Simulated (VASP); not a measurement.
# Mg8HO8 (a cell with a defect) in VASP: relaxation of the atoms with PBE

Aim: the relaxation of the atoms of Mg8HO8 (a cell with a defect) with PBE.

Everything below comes from runs of VASP 6.6.1. Logs are shortened: lines on timing, memory, paths and dates and some standing lists are left out, and cuts for length are marked.

### 1 The cell of the first run

The cell holds a defect, 17 atoms: a = 5.315 Å, b = 5.315 Å, c = 5.315 Å, α = 60.00°, β = 60.00°, γ = 60.00°.

### 2 Relaxation of the atoms, PBE

The input, INCAR:

```
ALGO     = Normal         # electronic algorithm
EDIFF    = 1E-6           # SCF threshold, eV
EDIFFG   = -0.03          # ionic threshold
ENCUT    = 520            # plane-wave cutoff, eV
GGA      = PE             # functional
IBRION   = 2              # ionic algorithm
ISIF     = 2              # what is computed and relaxed
ISMEAR   = -1             # smearing method
LASPH    = T              # aspherical terms in the spheres
LCHARG   = F              # write CHGCAR
LREAL    = Auto         
LWAVE    = F              # write WAVECAR
NELECT   = 64.0         
NELM     = 100            # most SCF steps
NSW      = 80             # ionic steps
PREC     = Accurate       # precision mode
SIGMA    = 0.02           # smearing width, eV
```

The input, KPOINTS:

```
k-points
0
Gamma
  3 3 3
```

The input, POSCAR:

```
Mg8HO8
1.0
    0.0000000000      3.7580000000      3.7580000000
    3.7580000000      0.0000000000      3.7580000000
    3.7580000000      3.7580000000      0.0000000000
Mg O H
8 8 1
Direct
    0.0000000000      0.0000000000      0.0000000000
    0.0000000000      0.0000000000      0.5000000000
    0.0000000000      0.5000000000      0.0000000000
    0.0000000000      0.5000000000      0.5000000000
    0.5000000000      0.0000000000      0.0000000000
    0.5000000000      0.0000000000      0.5000000000
    0.5000000000      0.5000000000      0.0000000000
    0.5000000000      0.5000000000      0.5000000000
    0.2500000000      0.2500000000      0.2500000000
    0.2500000000      0.2500000000      0.7500000000
    0.2500000000      0.7500000000      0.2500000000
    0.2500000000      0.7500000000      0.7500000000
    0.7500000000      0.2500000000      0.2500000000
    0.7500000000      0.2500000000      0.7500000000
    0.7500000000      0.7500000000      0.2500000000
    0.7500000000      0.7500000000      0.7500000000
   -0.1182791600     -0.1283328000      0.8749979900
```

Potentials or basis: VASP PAW PBE potentials, release 64 (Mg, O, H).

Run with:

```console
$ cat potpaw_PBE.64/Mg/POTCAR potpaw_PBE.64/O/POTCAR potpaw_PBE.64/H/POTCAR > POTCAR
$ mpirun -np 1 vasp_std > vasp.out
```

OUTCAR:

```text
EDIFF = 1E-6
   EDIFFG = -0.03
   ENCUT = 520
   GGA = PE
   IBRION = 2
   ISIF = 2
   ISMEAR = -1
   LASPH = T
   LREAL = Auto
   NELECT = 64.0
   NELM = 100
   NSW = 80
   PREC = Accurate

 ion  position               nearest neighbor table
   1  0.000  0.000  0.000-  17 1.61  11 1.88  12 1.88  13 1.88  14 1.88  15 1.88  10 1.88   3 2.66
                             5 2.66   2 2.66   2 2.66   4 2.66   6 2.66   3 2.66   4 2.66   7 2.66
   2  0.000  0.000  0.500-  17 1.63  11 1.88  12 1.88  13 1.88  14 1.88  16 1.88   9 1.88   4 2.66
                             6 2.66   1 2.66   1 2.66   3 2.66   5 2.66   3 2.66   4 2.66   8 2.66
   3  0.000  0.500  0.000-  17 1.61  10 1.88  12 1.88  13 1.88  15 1.88  16 1.88   9 1.88   4 2.66
                             7 2.66   1 2.66   2 2.66   4 2.66   8 2.66   1 2.66   2 2.66   5 2.66
   4  0.000  0.500  0.500-   9 1.88  10 1.88  11 1.88  14 1.88  15 1.88  16 1.88   2 2.66   3 2.66
                             8 2.66   1 2.66   3 2.66   7 2.66   1 2.66   2 2.66   6 2.66   6 2.66
   5  0.500  0.000  0.000-  17 1.66  10 1.88  11 1.88  14 1.88  15 1.88  16 1.88   9 1.88   6 2.66
                             7 2.66   1 2.66   2 2.66   6 2.66   8 2.66   3 2.66   7 2.66   8 2.66
   6  0.500  0.000  0.500-   9 1.88  10 1.88  12 1.88  13 1.88  15 1.88  16 1.88   2 2.66   5 2.66
                             8 2.66   1 2.66   5 2.66   7 2.66   4 2.66   7 2.66   8 2.66   1 2.66
   7  0.500  0.500  0.000-   9 1.88  11 1.88  12 1.88  13 1.88  14 1.88  16 1.88   3 2.66   5 2.66
                             8 2.66   4 2.66   6 2.66   8 2.66   1 2.66   5 2.66   6 2.66   1 2.66
   8  0.500  0.500  0.500-  10 1.88  11 1.88  12 1.88  13 1.88  14 1.88  15 1.88   4 2.66   6 2.66
                             7 2.66   3 2.66   5 2.66   7 2.66   2 2.66   5 2.66   6 2.66   2 2.66
   9  0.250  0.250  0.250-   2 1.88   3 1.88   4 1.88   5 1.88   6 1.88   7 1.88
  10  0.250  0.250  0.750-   1 1.88   3 1.88   4 1.88   5 1.88   6 1.88   8 1.88
  11  0.250  0.750  0.250-   1 1.88   2 1.88   4 1.88   5 1.88   7 1.88   8 1.88
  12  0.250  0.750  0.750-   1 1.88   2 1.88   3 1.88   6 1.88   7 1.88   8 1.88
  13  0.750  0.250  0.250-   1 1.88   2 1.88   3 1.88   6 1.88   7 1.88   8 1.88
  14  0.750  0.250  0.750-   1 1.88   2 1.88   4 1.88   5 1.88   7 1.88   8 1.88
  15  0.750  0.750  0.250-   1 1.88   3 1.88   4 1.88   5 1.88   6 1.88   8 1.88
  16  0.750  0.750  0.750-   2 1.88   3 1.88   4 1.88   5 1.88   6 1.88   7 1.88
  17  0.882  0.872  0.875-   1 1.61   3 1.61   2 1.63   5 1.66

  LATTYP: Found a face centered cubic cell.
 ALAT       =     7.5160000000

  Lattice vectors:

 A1 = (   0.0000000000,   3.7580000000,   3.7580000000)
 A2 = (   3.7580000000,   0.0000000000,   3.7580000000)
 A3 = (   3.7580000000,   3.7580000000,   0.0000000000)

Analysis of symmetry for initial positions (statically):
=====================================================================
 Subroutine PRICEL returns:
 Original cell was already a primitive cell.

 Routine SETGRP: Setting up the symmetry group for a
 face centered cubic supercell.

 Subroutine GETGRP returns: Found  1 space group operations
 (whereof  1 operations were pure point group operations)
 out of a pool of 48 trial point group operations.

The static configuration has the point symmetry C_1 .

Analysis of symmetry for dynamics (positions and initial velocities):
=====================================================================
 Subroutine PRICEL returns:
 Original cell was already a primitive cell.

 Routine SETGRP: Setting up the symmetry group for a
 face centered cubic supercell.

 Subroutine GETGRP returns: Found  1 space group operations
 (whereof  1 operations were pure point group operations)
 out of a pool of 48 trial point group operations.

The dynamic configuration has the point symmetry C_1 .

 Subroutine INISYM returns: Found  1 space group operations
 (whereof  1 operations are pure point group operations),
 and found     1 'primitive' translations

----------------------------------------------------------------------------------------

                                     Primitive cell

  volume of cell :     106.1452

  direct lattice vectors                    reciprocal lattice vectors
     0.000000000  3.758000000  3.758000000    -0.133049494  0.133049494  0.133049494
     3.758000000  0.000000000  3.758000000     0.133049494 -0.133049494  0.133049494
     3.758000000  3.758000000  0.000000000     0.133049494  0.133049494 -0.133049494

  length of vectors
     5.314614567  5.314614567  5.314614567     0.230448484  0.230448484  0.230448484

  position of ions in fractional coordinates (direct lattice)
     0.000000000  0.000000000  0.000000000
     0.000000000  0.000000000  0.500000000
     0.000000000  0.500000000  0.000000000
     0.000000000  0.500000000  0.500000000
     0.500000000  0.000000000  0.000000000
     0.500000000  0.000000000  0.500000000
[... 9 lines left out ...]
     0.750000000  0.750000000  0.750000000
     0.881720840  0.871667200  0.874997990

  ion indices of the primitive-cell ions
   primitive index   ion index
                 1           1
                 2           2
                 3           3
                 4           4
                 5           5
                 6           6
[... 9 lines left out ...]
                16          16
                17          17

----------------------------------------------------------------------------------------

 KPOINTS: k-points

Automatic generation of k-mesh.
 Grid dimensions read from file:
 generate k-points for:    3    3    3

 Generating k-lattice:

  Cartesian coordinates                     Fractional coordinates (reciprocal lattice)
    -0.044349831  0.044349831  0.044349831     0.333333333  0.000000000  0.000000000
     0.044349831 -0.044349831  0.044349831     0.000000000  0.333333333  0.000000000
     0.044349831  0.044349831 -0.044349831     0.000000000  0.000000000  0.333333333

  Length of vectors
     0.076816161  0.076816161  0.076816161

  Shift w.r.t. Gamma in fractional coordinates (k-lattice)
     0.000000000  0.000000000  0.000000000

 Subroutine IBZKPT returns following result:
 ===========================================

 Found     14 irreducible k-points:

 Following reciprocal coordinates:
            Coordinates               Weight
  0.000000  0.000000  0.000000      1.000000
  0.333333  0.000000  0.000000      2.000000
  0.000000  0.333333  0.000000      2.000000
  0.000000  0.000000  0.333333      2.000000
  0.333333  0.333333  0.333333      2.000000
  0.333333  0.333333  0.000000      2.000000
  0.000000  0.333333  0.333333      2.000000
  0.333333  0.000000  0.333333      2.000000
 -0.333333  0.333333  0.000000      2.000000
  0.000000 -0.333333  0.333333      2.000000
  0.333333  0.000000 -0.333333      2.000000
  0.333333  0.333333 -0.333333      2.000000
 -0.333333  0.333333 -0.333333      2.000000
  0.333333 -0.333333 -0.333333      2.000000
   k-points           NKPTS =     14   k-points in BZ     NKDIM =     14   number of bands    NBANDS=     41
   number of dos      NEDOS =    301   number of ions     NIONS =     17
   total plane-waves  NPLWV =  64000
   dimension x,y,z NGX =    40 NGY =   40 NGZ =   40
   dimension x,y,z NGXF=    80 NGYF=   80 NGZF=   80
   ions per type =               8   8   1
   NGX,Y,Z   is equivalent  to a cutoff of  12.51, 12.51, 12.51 a.u.
   NGXF,Y,Z  is equivalent  to a cutoff of  25.02, 25.02, 25.02 a.u.
 SYSTEM =  unknown system
   PREC   = accura    normal or accurate (medium, high low for compatibility)
   ISTART =      0    job   : 0-new  1-cont  2-samecut
   ICHARG =      2    charge: 1-file 2-atom 10-const
   ISPIN  =      1    spin polarized calculation?
   LNONCOLLINEAR =      F non collinear calculations
   LSORBIT =      F    spin-orbit coupling
   LASPH  =      T    aspherical Exc in radial PAW
   ENCUT  =  520.0 eV  38.22 Ry    6.18 a.u.   9.88  9.88  9.88*2*pi/ulx,y,z
   NELM   =    100;   NELMIN=  2; NELMDL= -5     # of ELM steps
   EDIFF  = 0.1E-05   stopping-criterion for ELM
   LREAL  =      T    real-space projection
   EDIFFG = -.3E-01   stopping-criterion for IOM
   NSW    =     80    number of steps for IOM
   IBRION =      2    ionic relax: 0-MD 1-quasi-New 2-CG
   NFREE  =      1    steps in history (QN), initial steepest desc. (CG)
   ISIF   =      2    stress and relaxation
   ISYM   =      2    0-nonsym 1-usesym 2-fastsym
   POTIM  = 0.5000    time-step for ionic-motion
   TEBEG  =    0.0;   TEEND  =   0.0 temperature during run
   PSTRESS=    0.0 pullay stress
   NELECT =      64.0000    total number of electrons
   NUPDOWN=      -1.0000    fix difference up-down
   EMIN   =  10.00;   EMAX   =-10.00  energy-range for DOS
   EFERMI =   0.00;   METHOD = LEGACY
   ISMEAR =    -1;   SIGMA  =   0.02  broadening in eV -4-tet -1-fermi 0-gaus
   EFERMI_NEDOS =   21; number of points for ismear=-14 and -15
   IALGO  =     38    algorithm
   IMIX   =      4    mixing-type and parameters
     AMIX     =   0.40;   BMIX     =  1.00
     AMIX_MAG =   1.60;   BMIX_MAG =  1.00
  volume/ion in A,a.u.               =       6.24        42.14
  Fermi-wavevector in a.u.,A,eV,Ry     =   1.383040  2.613566 26.025216  1.912799
  Thomas-Fermi vector in A             =   2.507675
   LORBIT       =      0    0 simple, 1 ext, 2 COOP (PROOUT), +10 PAW based schemes
   GGA     = PE    functional components
   LHFCALC =     F    Hartree Fock is set to
   AEXX    =    0.0000 exact exchange contribution
   IVDW    =     0    specifies the selected vdW correction
   LEPSILON=     F    determine dielectric tensor
   LRPA    =     F    only Hartree local field effects (RPA)
 conjugate gradient relaxation of ions
 non-spin polarized calculation
  energy-cutoff  :      520.00
  volume of cell :      106.15
 maximum number of plane-waves:      2872
   NGX = 19   NGY = 19   NGZ = 19

--------------------------------------- Ionic step        1  -------------------------------------------

 number of electron      64.0000047 magnetization

 Free energy of the ion-electron system (eV)
  ---------------------------------------------------
  ext. energy  EPLUGINS =         0.00000000
  ---------------------------------------------------
  free energy    TOTEN  =       -89.45801194 eV

  energy without entropy =      -89.45801194  energy(sigma->0) =      -89.45801194

------------------------ aborting loop because EDIFF is reached ----------------------------------------

  FORCE on cell =-STRESS in cart. coord.  units (eV):
  Direction    XX          YY          ZZ          XY          YZ          ZX
  --------------------------------------------------------------------------------------
  -------------------------------------------------------------------------------------
  Total       73.0852640     73.0791235     73.0851991      0.2740251     -0.2694726      0.5509931
  in kB     1103.1639962   1103.0713110   1103.1630168      4.1361908     -4.0674747      8.3168031
  external PRESSURE =    1103.1327746 kB  Pullay stress =       0.0000000 kB
[... 134 lines left out ...]
  FREE ENERGIE OF THE ION-ELECTRON SYSTEM (eV)
  ---------------------------------------------------
  free  energy   TOTEN  =       -90.1396992004 eV

  energy  without entropy=      -90.1396992004  energy(sigma->0) =      -90.13969920

[... ionic steps 4 to 36 ...]

--------------------------------------- Ionic step       37  -------------------------------------------

 number of electron      64.0000016 magnetization

------------------------ aborting loop because EDIFF is reached ----------------------------------------

  FORCE on cell =-STRESS in cart. coord.  units (eV):
  Direction    XX          YY          ZZ          XY          YZ          ZX
  --------------------------------------------------------------------------------------
  -------------------------------------------------------------------------------------
  Total       74.3874517     74.3745396     74.3873085      2.3680817     -2.3689600      2.3612814
  in kB     1122.8194851   1122.6245881   1122.8173241     35.7443120    -35.7575684     35.6416670
  external PRESSURE =    1122.7537991 kB  Pullay stress =       0.0000000 kB
[... 87 lines left out ...]
  energy  without entropy=      -90.8838207629  energy(sigma->0) =      -90.88382076

--------------------------------------- Ionic step       39  -------------------------------------------

 number of electron      64.0000017 magnetization

 Free energy of the ion-electron system (eV)
  ---------------------------------------------------
  ext. energy  EPLUGINS =         0.00000000
  ---------------------------------------------------
  free energy    TOTEN  =       -90.88395802 eV

  energy without entropy =      -90.88395802  energy(sigma->0) =      -90.88395802

 E-fermi :   6.9720     XC(G=0): -12.8089

 val. band max:        6.4290313861   @ k =   0.0000   0.0000   0.0000
 cond. band min:      12.4700206771   @ k =   0.0000   0.0000   0.0000
 fundamental gap:      6.0409892911
 Fermi energy:         6.9719559367

 k-point     1 :       0.0000    0.0000    0.0000
  band No.  band energies     occupation
      1     -15.0028      2.00000
      2     -12.1842      2.00000
      3     -10.4621      2.00000
      4     -10.4061      2.00000
      5     -10.4059      2.00000
      6     -10.3893      2.00000
[... 649 lines left out ...]
  FREE ENERGIE OF THE ION-ELECTRON SYSTEM (eV)
  ---------------------------------------------------
  free  energy   TOTEN  =       -90.8839580225 eV

  energy  without entropy=      -90.8839580225  energy(sigma->0) =      -90.88395802

 reached required accuracy - stopping structural energy minimisation
```

Run time: 31 min. Hardware: 1 thread of Intel Xeon Platinum 8559C (Emerald Rapids), shared host; peak memory 0.28 GiB.

Results:

| Quantity | Value |
| --- | --- |
| Free energy | -90.8840 eV |
| Energy gained by relaxing | 83.9 meV/atom |
| Ionic steps | 39 |
| Largest force after relaxing | 0.017 eV/Å |

Forces in eV/Å, atoms in the order of the input:
```
Mg  -0.003 -0.006 -0.010
Mg   0.001 -0.012 -0.002
Mg   0.010 -0.006  0.002
Mg  -0.006  0.012  0.006
Mg   0.002  0.006 -0.002
Mg   0.000  0.007 -0.007
Mg  -0.009 -0.011  0.009
Mg   0.007  0.007  0.000
O   -0.001 -0.005  0.002
O    0.008  0.013 -0.008
O   -0.002 -0.005  0.001
O   -0.007 -0.007  0.007
O    0.004 -0.015 -0.004
O   -0.010  0.001  0.003
O    0.002  0.007 -0.002
O   -0.003  0.001  0.010
H    0.005  0.012 -0.005
```

Step by step:
```
step  energy change (eV)  largest force (eV/Å)  pressure (GPa)
   1              0.0000                4.0181          110.31
   2              0.9952                6.6034          115.60
   3             -0.6817                0.8963          110.28
   4             -0.7605                0.2817          109.98
   5             -0.7628                0.3059          109.99
   6             -0.7628                0.3252          109.83
   7             -0.7677                0.1071          109.89
   8             -0.7687                0.1352          109.87
   9             -0.7697                0.2104          109.82
  10             -0.7700                0.2171          109.82
  11             -0.7706                0.2379          109.82
  12             -0.7721                0.2788          109.82
  13             -0.7757                0.3662          109.80
  14             -0.7854                0.5549          109.80
  15             -0.8165                0.9718          109.82
  16             -0.9187                1.7489          110.11
  17             -0.8939                2.6736          112.68
  18             -0.9740                1.9321          110.40
  19             -1.0180                1.5408          111.19
  20             -1.0182                1.6523          111.07
  21             -1.1176                1.5117          111.11
  22             -1.2419                1.2235          111.66
  23             -1.2843                0.9296          111.66
  24             -1.3641                0.9198          111.80
  25             -1.3219                1.5574          112.56
  26             -1.3790                0.9209          112.00
  27             -1.4150                0.2490          112.40
  28             -1.4151                0.3118          112.43
  29             -1.4200                0.1682          112.29
  30             -1.4200                0.1746          112.28
  31             -1.4218                0.1485          112.33
  32             -1.4219                0.1639          112.35
  33             -1.4230                0.1144          112.31
  34             -1.4235                0.1236          112.27
  35             -1.4245                0.0919          112.29
  36             -1.4253                0.1290          112.32
  37             -1.4258                0.0413          112.28
  38             -1.4258                0.0409          112.28
  39             -1.4259                0.0171          112.29
```

Final structure:
```cif
data_structure
_symmetry_space_group_name_H-M 'P 1'
_symmetry_Int_Tables_number 1
_cell_length_a 5.3146
_cell_length_b 5.3146
_cell_length_c 5.3146
_cell_angle_alpha 60.000
_cell_angle_beta 60.000
_cell_angle_gamma 60.000
_cell_volume 106.15
loop_
_atom_site_label
_atom_site_type_symbol
_atom_site_fract_x
_atom_site_fract_y
_atom_site_fract_z
_atom_site_occupancy
Mg1 Mg 0.98907 0.01621 0.01624 1
Mg2 Mg 0.98899 0.01601 0.47900 1
Mg3 Mg 0.98907 0.47847 0.01624 1
Mg4 Mg 0.99821 0.50062 0.50056 1
Mg5 Mg 0.49652 0.00119 0.00110 1
Mg6 Mg 0.49273 0.00291 0.50218 1
Mg7 Mg 0.49262 0.50197 0.00346 1
Mg8 Mg 0.49273 0.50218 0.50218 1
O1 O 0.24611 0.25055 0.25091 1
O2 O 0.24617 0.25078 0.75228 1
O3 O 0.24611 0.75244 0.25091 1
O4 O 0.22823 0.75709 0.75759 1
O5 O 0.72900 0.25684 0.25732 1
O6 O 0.74893 0.24867 0.75139 1
O7 O 0.74909 0.75121 0.24849 1
O8 O 0.74893 0.75102 0.75139 1
H1 H 0.99924 0.83350 0.83375 1
```

Levels at points of the mesh, in eV from the Fermi level:
```csv
k point,band 30,band 31,band 32,band 33,band 34,band 35
"(0.00, 0.00, 0.00)",-0.58,-0.54,-0.54,5.50,8.38,8.83
```

Caveat: the k points lie up to 0.48 Å⁻¹ apart; the cell carries a net charge on a neutralising background, which shifts energy and pressure; the cell is charged against a uniform background, so pressure and absolute levels hang on convention.
